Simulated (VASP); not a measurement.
# Ga (I4/mmm) in VASP: notebook

The runs below take Ga through single point, with PBEsol.

Program: VASP 6.6.1. These are calculated values, not measurements. Logs are shortened: lines on timing, memory, paths and dates and some standing lists are left out, and cuts for length are marked.

## Step 1: The cell of the first run

It takes space group I4/mmm (No. 139, tetragonal). The conventional cell has a = 2.724 Å, b = 2.724 Å, c = 4.458 Å, α = 90.00°, β = 90.00°, γ = 90.00°. Within 3.6 Å of Ga (site symmetry 4/mmm) lie 12 Ga at 2.72 to 2.95 Å.

## Step 2: Single point, PBEsol (strain -0.030 along x and y, +0.000 along z)

The input, INCAR:

```
PREC = Accurate
ENCUT = 520
EDIFF = 1E-7
ISMEAR = 0
SIGMA = 0.15
LREAL = False
LASPH = True
NELM = 100
ALGO = Fast
ISIF = 2
LWAVE = False
LCHARG = False
GGA = PS
NBANDS = 12
```

The input, KPOINTS:

```
Automatic mesh
0
Gamma
  24 24 24
```

The input, POSCAR:

```
Ga
1.0
   -1.3618800000      1.3618800000      2.2290000000
    1.3618800000     -1.3618800000      2.2290000000
    1.3618800000      1.3618800000     -2.2290000000
Ga
1
Direct
    0.0000000000      0.0000000000      0.0000000000
```

Potentials or basis: VASP PAW PBE potentials, release 64 (Ga_d).

Launch:

```
> cat potpaw_PBE.64/Ga_d/POTCAR > POTCAR
> mpirun -np 1 vasp_std > vasp.out
```

OUTCAR:

```text
PREC = Accurate
   ENCUT = 520
   EDIFF = 1E-7
   ISMEAR = 0
   LREAL = False
   LASPH = True
   NELM = 100
   ISIF = 2
   GGA = PS

 ion  position               nearest neighbor table
   1  0.000  0.000  0.000-

  LATTYP: Found a body centered tetragonal cell.
 ALAT       =     2.7237600000
 C/A-ratio  =     1.6367080800

  Lattice vectors:

 A1 = (  -1.3618800000,   1.3618800000,   2.2290000000)
 A2 = (   1.3618800000,  -1.3618800000,   2.2290000000)
 A3 = (   1.3618800000,   1.3618800000,  -2.2290000000)

Analysis of symmetry for initial positions (statically):
=====================================================================
 Subroutine PRICEL returns:
 Original cell was already a primitive cell.

 Routine SETGRP: Setting up the symmetry group for a
 body centered tetragonal supercell.

 Subroutine GETGRP returns: Found 16 space group operations
 (whereof 16 operations were pure point group operations)
 out of a pool of 16 trial point group operations.

The static configuration has the point symmetry D_4h.

Analysis of symmetry for dynamics (positions and initial velocities):
=====================================================================
 Subroutine PRICEL returns:
 Original cell was already a primitive cell.

 Routine SETGRP: Setting up the symmetry group for a
 body centered tetragonal supercell.

 Subroutine GETGRP returns: Found 16 space group operations
 (whereof 16 operations were pure point group operations)
 out of a pool of 16 trial point group operations.

The dynamic configuration has the point symmetry D_4h.

 Subroutine INISYM returns: Found 16 space group operations
 (whereof 16 operations are pure point group operations),
 and found     1 'primitive' translations

----------------------------------------------------------------------------------------

                                     Primitive cell

  volume of cell :      16.5367

  direct lattice vectors                    reciprocal lattice vectors
    -1.361880000  1.361880000  2.229000000     0.000000000  0.367139542  0.224315837
     1.361880000 -1.361880000  2.229000000     0.367139542  0.000000000  0.224315837
     1.361880000  1.361880000 -2.229000000     0.367139542  0.367139542  0.000000000

  length of vectors
     2.945823360  2.945823360  2.945823360     0.430242999  0.430242999  0.519213720

  position of ions in fractional coordinates (direct lattice)
     0.000000000  0.000000000  0.000000000

  ion indices of the primitive-cell ions
   primitive index   ion index
                 1           1

----------------------------------------------------------------------------------------

 KPOINTS: Automatic mesh

Automatic generation of k-mesh.
 Grid dimensions read from file:
 generate k-points for:   24   24   24

 Generating k-lattice:

  Cartesian coordinates                     Fractional coordinates (reciprocal lattice)
     0.000000000  0.015297481  0.009346493     0.041666667  0.000000000  0.000000000
     0.015297481  0.000000000  0.009346493     0.000000000  0.041666667  0.000000000
     0.015297481  0.015297481  0.000000000     0.000000000  0.000000000  0.041666667

  Length of vectors
     0.017926792  0.017926792  0.021633905

  Shift w.r.t. Gamma in fractional coordinates (k-lattice)
     0.000000000  0.000000000  0.000000000

 Subroutine IBZKPT returns following result:
 ===========================================

 Found   1063 irreducible k-points:

 Following reciprocal coordinates:
            Coordinates               Weight
  0.000000  0.000000  0.000000      1.000000
  0.041667  0.000000  0.000000      8.000000
  0.083333 -0.000000  0.000000      8.000000
  0.125000  0.000000  0.000000      8.000000
  0.166667 -0.000000  0.000000      8.000000
  0.208333  0.000000  0.000000      8.000000
[... 16 lines left out ...]
  0.416667  0.041667  0.000000     16.000000
  0.458333  0.041667  0.000000     16.000000
 [... further k-points ...]
   k-points           NKPTS =   1063   k-points in BZ     NKDIM =   1063   number of bands    NBANDS=     12
   number of dos      NEDOS =    301   number of ions     NIONS =      1
   total plane-waves  NPLWV =  13824
   dimension x,y,z NGX =    24 NGY =   24 NGZ =   24
   dimension x,y,z NGXF=    48 NGYF=   48 NGZF=   48
   ions per type =               1
   NGX,Y,Z   is equivalent  to a cutoff of  13.54, 13.54, 13.54 a.u.
   NGXF,Y,Z  is equivalent  to a cutoff of  27.09, 27.09, 27.09 a.u.
 SYSTEM =  unknown system
   PREC   = accura    normal or accurate (medium, high low for compatibility)
   ISTART =      0    job   : 0-new  1-cont  2-samecut
   ICHARG =      2    charge: 1-file 2-atom 10-const
   ISPIN  =      1    spin polarized calculation?
   LNONCOLLINEAR =      F non collinear calculations
   LSORBIT =      F    spin-orbit coupling
   LASPH  =      T    aspherical Exc in radial PAW
   ENCUT  =  520.0 eV  38.22 Ry    6.18 a.u.   5.48  5.48  5.48*2*pi/ulx,y,z
   NELM   =    100;   NELMIN=  2; NELMDL= -5     # of ELM steps
   EDIFF  = 0.1E-06   stopping-criterion for ELM
   LREAL  =      F    real-space projection
   EDIFFG = 0.1E-05   stopping-criterion for IOM
   NSW    =      0    number of steps for IOM
   IBRION =     -1    ionic relax: 0-MD 1-quasi-New 2-CG
   NFREE  =      0    steps in history (QN), initial steepest desc. (CG)
   ISIF   =      2    stress and relaxation
   ISYM   =      2    0-nonsym 1-usesym 2-fastsym
   POTIM  = 0.5000    time-step for ionic-motion
   TEBEG  =    0.0;   TEEND  =   0.0 temperature during run
   PSTRESS=    0.0 pullay stress
   NELECT =      13.0000    total number of electrons
   NUPDOWN=      -1.0000    fix difference up-down
   EMIN   =  10.00;   EMAX   =-10.00  energy-range for DOS
   EFERMI =   0.00;   METHOD = LEGACY
   ISMEAR =     0;   SIGMA  =   0.15  broadening in eV -4-tet -1-fermi 0-gaus
   EFERMI_NEDOS =   21; number of points for ismear=-14 and -15
   IALGO  =     68    algorithm
   IMIX   =      4    mixing-type and parameters
     AMIX     =   0.40;   BMIX     =  1.00
     AMIX_MAG =   1.60;   BMIX_MAG =  1.00
  volume/ion in A,a.u.               =      16.54       111.59
  Fermi-wavevector in a.u.,A,eV,Ry     =   1.510915  2.855215 31.060252  2.282864
  Thomas-Fermi vector in A             =   2.621042
   LORBIT       =      0    0 simple, 1 ext, 2 COOP (PROOUT), +10 PAW based schemes
   GGA     = PS    functional components
   LHFCALC =     F    Hartree Fock is set to
   AEXX    =    0.0000 exact exchange contribution
   IVDW    =     0    specifies the selected vdW correction
   LEPSILON=     F    determine dielectric tensor
   LRPA    =     F    only Hartree local field effects (RPA)
 non-spin polarized calculation
 RMM-DIIS sequential band-by-band and
 Gauss-broadening in eV      SIGMA  =   0.15
  energy-cutoff  :      520.00
  volume of cell :       16.54
 maximum number of plane-waves:       461
 NGX is ok and might be reduce to    24
   NGX = 11   NGY = 11   NGZ = 11

 number of electron      13.0000006 magnetization

 Free energy of the ion-electron system (eV)
  ---------------------------------------------------
  ext. energy  EPLUGINS =         0.00000000
  ---------------------------------------------------
  free energy    TOTEN  =        -3.31897658 eV

  energy without entropy =       -3.31503685  energy(sigma->0) =       -3.31700671

 E-fermi :   6.7109     XC(G=0): -11.8273

 val. band max:        6.7099797448   @ k =  -0.4167  -0.4167   0.1250
 cond. band min:       6.7205608694   @ k =  -0.3333   0.3750   0.1667
 fundamental gap:      0.0105811246
 Fermi energy:         6.7108706641

 k-point     1 :       0.0000    0.0000    0.0000
  band No.  band energies     occupation
      1      -8.4241      2.00000
      2      -8.2361      2.00000
      3      -8.2237      2.00000
      4      -8.2237      2.00000
      5      -8.0318      2.00000
      6      -5.4221      2.00000
      7      20.4045      0.00000
      8      20.4633      0.00000
      9      20.4633      0.00000
     10      23.6019      0.00000
     11      23.7713      0.00000
     12      24.5560      0.00000

 k-point     2 :       0.0417    0.0000    0.0000
  band No.  band energies     occupation
      1      -8.4206      2.00000
      2      -8.2355      2.00000
      3      -8.2247      2.00000
      4      -8.2213      2.00000
      5      -8.0337      2.00000
      6      -5.3726      2.00000
      7      19.7229      0.00000
      8      20.2033      0.00000
      9      20.4030      0.00000
     10      22.9680      0.00000
     11      24.1242      0.00000
     12      24.7038      0.00000

 k-point     3 :       0.0833   -0.0000    0.0000
  band No.  band energies     occupation
      1      -8.4111      2.00000
      2      -8.2384      2.00000
      3      -8.2223      2.00000
      4      -8.2144      2.00000
      5      -8.0389      2.00000
      6      -5.2238      2.00000
      7      18.1225      0.00000
      8      19.6772      0.00000
      9      20.2489      0.00000
     10      22.5638      0.00000
     11      23.9133      0.00000
     12      25.1330      0.00000
[... 286 lines left out ...]
 k-point    23 :       0.4167    0.0417    0.0000
  band No.  band energies     occupation
      1      -8.4154      2.00000
      2      -8.3654      2.00000
      3      -8.2038      2.00000
      4      -8.0214      2.00000
      5      -7.9780      2.00000
      6      -0.0156      2.00000
      7       4.1944      2.00000
      8      15.4059      0.00000
      9      18.8046      0.00000
     10      19.8034      0.00000
     11      22.3291      0.00000
     12      24.8158      0.00000

 k-point    24 :       0.4583    0.0417    0.0000
  band No.  band energies     occupation
      1      -8.4232      2.00000
      2      -8.3675      2.00000
      3      -8.2088      2.00000
      4      -8.0170      2.00000
      5      -7.9620      2.00000
      6       1.0664      2.00000
      7       2.8785      2.00000
      8      15.2451      0.00000
      9      18.9567      0.00000
     10      19.7660      0.00000
     11      22.1305      0.00000
     12      24.9440      0.00000

 [... further k-points ...]

------------------------ aborting loop because EDIFF is reached ----------------------------------------

  FORCE on cell =-STRESS in cart. coord.  units (eV):
  Direction    XX          YY          ZZ          XY          YZ          ZX
  --------------------------------------------------------------------------------------
  -------------------------------------------------------------------------------------
  Total        0.5497980      0.5497980      0.4359721      0.0000000     -0.0000000      0.0000000
  in kB       53.2679503     53.2679503     42.2397703      0.0000000     -0.0000000      0.0000000
  external PRESSURE =      49.5918903 kB  Pullay stress =       0.0000000 kB

 VOLUME and BASIS-vectors are now :
 -----------------------------------------------------------------------------
  energy-cutoff  :      520.00
  volume of cell :       16.54
      direct lattice vectors                 reciprocal lattice vectors
    -1.361880000  1.361880000  2.229000000     0.000000000  0.367139542  0.224315837
     1.361880000 -1.361880000  2.229000000     0.367139542  0.000000000  0.224315837
     1.361880000  1.361880000 -2.229000000     0.367139542  0.367139542  0.000000000

 POSITION                                       TOTAL-FORCE (eV/Angst)
 -----------------------------------------------------------------------------------
      0.00000      0.00000      0.00000        -0.000000      0.000000      0.000000
 -----------------------------------------------------------------------------------
    total drift:                                0.000000      0.000000     -0.000000

  FREE ENERGIE OF THE ION-ELECTRON SYSTEM (eV)
  ---------------------------------------------------
  free  energy   TOTEN  =        -3.3189765765 eV

  energy  without entropy=       -3.3150368511  energy(sigma->0) =       -3.31700671
```

It took 2.4 min on 1 thread of Intel Xeon Platinum 8259CL at 2.50GHz (Skylake/Cascade Lake), shared host; peak memory 0.31 GiB.

Results:

| Property | Result |
| --- | --- |
| Free energy | -3.3190 eV |
| Pressure | 5.0 GPa |
| Band gap on the k mesh | zero (an odd number of electrons rules out a gap without spin polarisation) |

Levels at points of the mesh, in eV from the Fermi level:
```
           k point  band 2  band 3  band 4  band 5  band 6  band 7  band 8  band 9  band 10  band 11
(0.00, 0.00, 0.00)  -14.95  -14.93  -14.93  -14.74  -12.13   13.69   13.75   13.75    16.89    17.06
(0.50, 0.00, 0.00)  -15.08  -14.92  -14.72  -14.67   -5.00   -4.62    8.65   12.74    12.99    16.33
(0.50, 0.50, 0.00)  -15.19  -14.74  -14.72  -14.57   -2.32   -0.92    4.06    5.23     8.37     8.46
(0.50, 0.50, 0.50)  -15.19  -14.68  -14.68  -14.68   -4.25   -4.19    7.22    7.22    10.42    11.60
```

Caveat: the cell differs from its parent crystal (strain -0.030 along x and y, +0.000 along z); the cell stands under pressure; the PAW data sets were made with another functional, which shifts forces and pressure a little.

## Step 3: Single point, PBEsol (strain -0.015 along x and y, -0.030 along z)

The input, INCAR:

```
SYSTEM = Ga
ALGO = Fast ; EDIFF = 1E-6
ENCUT = 520 ; GGA = PS
ISIF = 2 ; ISMEAR = 0
LASPH = .True. ; LCHARG = .True.
LELF = .True. ; LREAL = .False.
LVHAR = .True. ; LWAVE = .False.
NBANDS = 12 ; NELM = 80
PREC = Accurate ; SIGMA = 0.15
```

The input, KPOINTS:

```
k-points
0
Gamma
  24 24 24
  0 0 0
```

The input, POSCAR:

```
Ga
1.0
   -1.3829400000      1.3829400000      2.1621300000
    1.3829400000     -1.3829400000      2.1621300000
    1.3829400000      1.3829400000     -2.1621300000
Ga
1
Direct
    0.0000000000      0.0000000000      0.0000000000
```

Potentials or basis: VASP PAW PBE potentials, release 64 (Ga_d).

Launch:

```
> cat potpaw_PBE.64/Ga_d/POTCAR > POTCAR
> mpirun -np 1 vasp_std > vasp.out
```

It took 2.1 min on 1 thread of Intel Xeon Platinum 8259CL at 2.50GHz (Skylake/Cascade Lake), shared host; peak memory 0.31 GiB.

The run converged. Its results:

| Quantity | Value |
| --- | --- |
| Free energy | -3.3199 eV |
| Pressure | 4.9 GPa |
| Band gap on the k mesh | zero (an odd number of electrons rules out a gap without spin polarisation) |

Stress tensor (GPa, compression positive):
```
4.94 0.00 0.00
0.00 4.94 0.00
0.00 0.00 4.83
```

Levels at points of the mesh, in eV from the Fermi level:
| k point | band 2 | band 3 | band 4 | band 5 | band 6 | band 7 | band 8 | band 9 | band 10 | band 11 |
| --- | --- | --- | --- | --- | --- | --- | --- | --- | --- | --- |
| (0.00, 0.00, 0.00) | -14.97 | -14.97 | -14.92 | -14.78 | -12.15 | 13.68 | 13.68 | 13.81 | 16.70 | 17.07 |
| (0.50, 0.00, 0.00) | -15.07 | -14.95 | -14.73 | -14.68 | -5.06 | -4.66 | 9.41 | 12.31 | 13.61 | 15.83 |
| (0.50, 0.50, 0.00) | -15.20 | -14.72 | -14.72 | -14.61 | -2.57 | -1.32 | 4.40 | 5.19 | 8.45 | 8.69 |
| (0.50, 0.50, 0.50) | -15.20 | -14.70 | -14.68 | -14.68 | -3.89 | -3.62 | 6.59 | 6.59 | 9.89 | 10.87 |

Caveat: the cell differs from its parent crystal (strain -0.015 along x and y, -0.030 along z); the cell stands under pressure; the PAW data sets were made with another functional, which shifts forces and pressure a little.

(Part 1 of 2 ends here.)
